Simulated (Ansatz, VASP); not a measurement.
**One calculation of ZnSe, two programs**

```
Zn Se
1.0
     0.00000    2.83244    2.83244
     2.83244    0.00000    2.83244
     2.83244    2.83244    0.00000
Zn Se
1 1
Direct
  0.00000 0.00000 0.00000
  0.25000 0.25000 0.25000
```

Alike in both runs: task single point; functional PBE; dispersion D3(BJ); k mesh 6 × 6 × 6; occupations gaussian, width 0.1 eV; no spin polarisation.

```csv
,VASP,Ansatz
version,VASP 6.6.1,Ansatz 0.2.0
potentials or method,"VASP PAW PBE potentials, release 64 (Zn, Se), cutoff 500 eV","scalar-relativistic, plane waves, PAW"
valence electrons in the cell,18,28
```

VASP gave:

- gap on the k mesh at the Fermi level (eV): 1.29
- least direct gap on the mesh (eV): 1.29
- pressure (GPa): -0.1

Question: Which values does Ansatz return?

Answer: gap on the k mesh at the Fermi level (eV): 1.29; least direct gap on the mesh (eV): 1.29; pressure (GPa): -0.3.

VASP's potentials hold 18 valence electrons a cell and Ansatz's 28, so a difference there can come from the potentials and not from the codes.
